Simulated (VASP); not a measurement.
# Co in VASP: a series of runs

Co is run at these levels: PBE; tasks: single point, relaxation of cell and atoms.

Everything below comes from runs of VASP 6.6.1. Logs are shortened: lines on timing, memory, paths and dates and some standing lists are left out, and cuts for length are marked.

### 1 The cell of the first run

The typed cell holds 3 atoms: a = 3.903 Å, b = 3.903 Å, c = 2.401 Å, α = 90.00°, β = 90.00°, γ = 120.00°.

This isn't the form of Co at room conditions, which is hcp.

### 2 Single point, PBE, collinear spin, ferromagnetic start

Input file INCAR:

```
SYSTEM = Co
ALGO = Normal
EDIFF = 1E-6
ENCUT = 520
GGA = PE
ISIF = 2
ISMEAR = 0
ISPIN = 2
LASPH = .TRUE.
LCHARG = .FALSE.
LMAXMIX = 4
LORBIT = 11
LREAL = .FALSE.
LWAVE = .FALSE.
MAGMOM = 0.16 0.16 0.16
NBANDS = 24
NELM = 150
PREC = Accurate
SIGMA = 0.1
```

Input file KPOINTS:

```
k-points
0
G
  6 6 6
  0 0 0
```

Input file POSCAR:

```
Co
1.0
    3.9032186248      0.0000000000      0.0000000000
   -1.9516093124      3.3802864856      0.0000000000
    0.0000000000      0.0000000000      2.4011567118
Co
3
Direct
    0.3333327742      0.0000000000      0.3333333333
    0.0000000000      0.3333327742      0.6666666667
    0.6666672258      0.6666672258      0.0000000000
```

Potentials or basis: VASP PAW PBE potentials, release 64 (Co).

Run with:

```sh
> cat potpaw_PBE.64/Co/POTCAR > POTCAR
> mpirun -np 1 vasp_std > vasp.out
```

OUTCAR:

```text
SYSTEM = Co
   EDIFF = 1E-6
   ENCUT = 520
   GGA = PE
   ISIF = 2
   ISMEAR = 0
   ISPIN = 2
   LASPH = .TRUE.
   LORBIT = 11
   LREAL = .FALSE.
   NELM = 150
   PREC = Accurate

 ion  position               nearest neighbor table
   1  0.333  0.000  0.333-   3 2.39   2 2.39   3 2.39   3 2.39   2 2.39   2 2.39   2 2.76   3 2.76
                             2 2.76   2 2.76   3 2.76   3 2.76
   2  0.000  0.333  0.667-   3 2.39   1 2.39   3 2.39   3 2.39   1 2.39   1 2.39   1 2.76   3 2.76
                             1 2.76   1 2.76   3 2.76   3 2.76
   3  0.667  0.667  0.000-   2 2.39   1 2.39   1 2.39   2 2.39   1 2.39   2 2.39   2 2.76   1 2.76
                             1 2.76   1 2.76   2 2.76   2 2.76

  LATTYP: Found a hexagonal cell.
 ALAT       =     3.9032186248
 C/A-ratio  =     0.6151735126

  Lattice vectors:

 A1 = (   3.9032186248,   0.0000000000,   0.0000000000)
 A2 = (  -1.9516093124,   3.3802864856,   0.0000000000)
 A3 = (   0.0000000000,   0.0000000000,   2.4011567118)

Analysis of symmetry for initial positions (statically):
=====================================================================
 Subroutine PRICEL returns following result:

  LATTYP: Found a trigonal (rhomboedric) cell.
 ALAT       =     2.3914372044
 COS(alpha) =    -0.3319735808
[... 12 lines left out ...]
 Subroutine GETGRP returns: Found 12 space group operations
 (whereof  2 operations were pure point group operations)
 out of a pool of 24 trial point group operations.

The static configuration has the point symmetry C_2 .
 The point group associated with its full space group is D_3d.

Analysis of symmetry for dynamics (positions and initial velocities):
=====================================================================
 Subroutine PRICEL returns following result:

  LATTYP: Found a trigonal (rhomboedric) cell.
 ALAT       =     2.3914372044
 COS(alpha) =    -0.3319735808
[... 12 lines left out ...]
 Subroutine GETGRP returns: Found 12 space group operations
 (whereof  2 operations were pure point group operations)
 out of a pool of 24 trial point group operations.

The dynamic configuration has the point symmetry C_2 .
 The point group associated with its full space group is D_3d.

Analysis of structural, dynamic, and magnetic symmetry:
=====================================================================
 Subroutine PRICEL returns following result:

  LATTYP: Found a trigonal (rhomboedric) cell.
 ALAT       =     2.3914372044
 COS(alpha) =    -0.3319735808
[... 12 lines left out ...]
 Subroutine GETGRP returns: Found 12 space group operations
 (whereof  2 operations were pure point group operations)
 out of a pool of 24 trial point group operations.

The overall configuration has the point symmetry C_2 .
 The point group associated with its full space group is D_3d.

 Subroutine INISYM returns: Found 12 space group operations
 (whereof  2 operations are pure point group operations),
 and found     3 'primitive' translations

----------------------------------------------------------------------------------------

                                     Primitive cell

  volume of cell :      10.5603

  direct lattice vectors                    reciprocal lattice vectors
    -1.951609312 -1.126754602 -0.800385571    -0.256199248 -0.147916705 -0.416465945
     0.000000000  2.253520544 -0.800385571     0.000000860  0.295833410 -0.416465945
     1.951609312 -1.126765942 -0.800385571     0.256198389 -0.147916705 -0.416465945

  length of vectors
     2.391437204  2.391437204  2.391442547     0.510843704  0.510843704  0.510843273

  position of ions in fractional coordinates (direct lattice)
     0.333333333  0.666667785  0.999998882

  ion indices of the primitive-cell ions
   primitive index   ion index
                 1           1

----------------------------------------------------------------------------------------

 KPOINTS: k-points

Automatic generation of k-mesh.
 Grid dimensions read from file:
 generate k-points for:    6    6    6

 Generating k-lattice:

  Cartesian coordinates                     Fractional coordinates (reciprocal lattice)
     0.042699803  0.024652743  0.000000000     0.166666667  0.000000000  0.000000000
     0.000000000  0.049305486  0.000000000     0.000000000  0.166666667  0.000000000
     0.000000000  0.000000000  0.069410991     0.000000000  0.000000000  0.166666667

  Length of vectors
     0.049305486  0.049305486  0.069410991

  Shift w.r.t. Gamma in fractional coordinates (k-lattice)
     0.000000000  0.000000000  0.000000000

 Subroutine IBZKPT returns following result:
 ===========================================

 Found     34 irreducible k-points:

 Following reciprocal coordinates:
            Coordinates               Weight
  0.000000  0.000000  0.000000      1.000000
  0.166667 -0.000000  0.000000      6.000000
  0.333333 -0.000000  0.000000      6.000000
  0.500000  0.000000  0.000000      3.000000
  0.166667  0.166667  0.000000      6.000000
  0.333333  0.166667  0.000000     12.000000
[... 16 lines left out ...]
  0.500000  0.000000  0.333333      6.000000
  0.166667  0.166667  0.333333     12.000000
 [... further k-points ...]
   k-points           NKPTS =     34   k-points in BZ     NKDIM =     34   number of bands    NBANDS=     24
   number of dos      NEDOS =    301   number of ions     NIONS =      3
   total plane-waves  NPLWV =  16200
   dimension x,y,z NGX =    30 NGY =   30 NGZ =   18
   dimension x,y,z NGXF=    60 NGYF=   60 NGZF=   36
   ions per type =               3
   NGX,Y,Z   is equivalent  to a cutoff of  12.78, 12.78, 12.46 a.u.
   NGXF,Y,Z  is equivalent  to a cutoff of  25.56, 25.56, 24.92 a.u.
 SYSTEM =  Co
   PREC   = accura    normal or accurate (medium, high low for compatibility)
   ISTART =      0    job   : 0-new  1-cont  2-samecut
   ICHARG =      2    charge: 1-file 2-atom 10-const
   ISPIN  =      2    spin polarized calculation?
   LNONCOLLINEAR =      F non collinear calculations
   LSORBIT =      F    spin-orbit coupling
   LASPH  =      T    aspherical Exc in radial PAW
   ENCUT  =  520.0 eV  38.22 Ry    6.18 a.u.   7.26  7.26  4.46*2*pi/ulx,y,z
   NELM   =    150;   NELMIN=  2; NELMDL= -5     # of ELM steps
   EDIFF  = 0.1E-05   stopping-criterion for ELM
   LREAL  =      F    real-space projection
   EDIFFG = 0.1E-04   stopping-criterion for IOM
   NSW    =      0    number of steps for IOM
   IBRION =     -1    ionic relax: 0-MD 1-quasi-New 2-CG
   NFREE  =      0    steps in history (QN), initial steepest desc. (CG)
   ISIF   =      2    stress and relaxation
   ISYM   =      2    0-nonsym 1-usesym 2-fastsym
   POTIM  = 0.5000    time-step for ionic-motion
   TEBEG  =    0.0;   TEEND  =   0.0 temperature during run
   PSTRESS=    0.0 pullay stress
   NELECT =      27.0000    total number of electrons
   NUPDOWN=      -1.0000    fix difference up-down
   EMIN   =  10.00;   EMAX   =-10.00  energy-range for DOS
   EFERMI =   0.00;   METHOD = LEGACY
   ISMEAR =     0;   SIGMA  =   0.10  broadening in eV -4-tet -1-fermi 0-gaus
   EFERMI_NEDOS =   21; number of points for ismear=-14 and -15
   IALGO  =     38    algorithm
   IMIX   =      4    mixing-type and parameters
     AMIX     =   0.40;   BMIX     =  1.00
     AMIX_MAG =   1.60;   BMIX_MAG =  1.00
  volume/ion in A,a.u.               =      10.56        71.26
  Fermi-wavevector in a.u.,A,eV,Ry     =   1.552138  2.933116 32.778254  2.409134
  Thomas-Fermi vector in A             =   2.656557
   LORBIT       =     11    0 simple, 1 ext, 2 COOP (PROOUT), +10 PAW based schemes
   GGA     = PE    functional components
   LHFCALC =     F    Hartree Fock is set to
   AEXX    =    0.0000 exact exchange contribution
   IVDW    =     0    specifies the selected vdW correction
   LEPSILON=     F    determine dielectric tensor
   LRPA    =     F    only Hartree local field effects (RPA)
 spin polarized calculation
 Gauss-broadening in eV      SIGMA  =   0.10
  energy-cutoff  :      520.00
  volume of cell :       31.68
 maximum number of plane-waves:       903
 NGX is ok and might be reduce to    30
   NGX = 15   NGY = 15   NGZ =  9

 number of electron      26.9999992 magnetization       5.1955575

 Free energy of the ion-electron system (eV)
  ---------------------------------------------------
  ext. energy  EPLUGINS =         0.00000000
  ---------------------------------------------------
  free energy    TOTEN  =       -20.81463425 eV

  energy without entropy =      -20.79489598  energy(sigma->0) =      -20.80476512

 E-fermi :  11.0001     XC(G=0): -13.5687

 val. band max:       10.9754336548   @ k =   0.5000   0.0000   0.1667
 cond. band min:      11.0124162139   @ k =   0.0000   0.1667   0.3333
 fundamental gap:      0.0369825591
 Fermi energy:        11.0000894698

 spin component 1

 k-point     1 :       0.0000    0.0000    0.0000
  band No.  band energies     occupation
      1       1.5499      1.00000
      2       6.5436      1.00000
      3       6.5436      1.00000
      4       7.1064      1.00000
      5       7.1064      1.00000
      6       7.1064      1.00000
[... 637 lines left out ...]
     23      24.2404      0.00000
     24      27.9810      0.00000

 [... further k-points ...]

 spin component 2

 k-point     1 :       0.0000    0.0000    0.0000
  band No.  band energies     occupation
      1       1.6137      1.00000
      2       7.7831      1.00000
      3       7.7831      1.00000
      4       8.3695      1.00000
      5       8.3695      1.00000
      6       8.3695      1.00000
[... 637 lines left out ...]
     23      24.7890      0.00000
     24      28.3528      0.00000

 [... further k-points ...]
[... 5 lines left out ...]
  --------------------------------------------------------------------------------------
  -------------------------------------------------------------------------------------
  Total        2.1494372      2.1494372      1.8773892     -0.0000000      0.0000000      0.0000000
  in kB      108.7022319    108.7022319     94.9441075     -0.0000000      0.0000000      0.0000000
  external PRESSURE =     104.1161904 kB  Pullay stress =       0.0000000 kB

 VOLUME and BASIS-vectors are now :
 -----------------------------------------------------------------------------
  energy-cutoff  :      520.00
  volume of cell :       31.68
      direct lattice vectors                 reciprocal lattice vectors
     3.903218625  0.000000000  0.000000000     0.256198818  0.147916457  0.000000000
    -1.951609312  3.380286486  0.000000000     0.000000000  0.295832914  0.000000000
     0.000000000  0.000000000  2.401156712     0.000000000  0.000000000  0.416465945

 POSITION                                       TOTAL-FORCE (eV/Angst)
 -----------------------------------------------------------------------------------
      1.30107      0.00000      0.80039        -0.000000      0.000000      0.000000
     -0.65054      1.12676      1.60077        -0.000000     -0.000000     -0.000000
      1.30107      2.25353      0.00000         0.000000     -0.000000      0.000000
 -----------------------------------------------------------------------------------
    total drift:                               -0.000618      0.000000      0.000034

  FREE ENERGIE OF THE ION-ELECTRON SYSTEM (eV)
  ---------------------------------------------------
  free  energy   TOTEN  =       -20.8146342496 eV

  energy  without entropy=      -20.7948959843  energy(sigma->0) =      -20.80476512

 total charge

# of ion       s       p       d       tot
------------------------------------------
    1        0.500   0.561   7.259   8.320
    2        0.500   0.561   7.259   8.320
    3        0.500   0.561   7.259   8.320
--------------------------------------------------
tot          1.501   1.682  21.777  24.959

 magnetization (x)

# of ion       s       p       d       tot
------------------------------------------
    1       -0.004  -0.044   1.791   1.743
    2       -0.004  -0.044   1.791   1.743
    3       -0.004  -0.044   1.791   1.743
--------------------------------------------------
tot         -0.012  -0.131   5.373   5.230
```

It took 1.9 min on 1 thread of Intel Xeon 8259CL, shared host; peak memory 0.18 GiB.

Results:

| Property | Result |
| --- | --- |
| Free energy | -20.8146 eV |
| Pressure | 10.4 GPa |
| Net moment | 5.20 μB per cell |
| Site moments | Co +1.74 μB |
| Valence electrons inside the program's atomic spheres | Co 8.32 |

Caveat: the k points lie up to 0.44 Å⁻¹ apart.

[end of part 1 of 2]
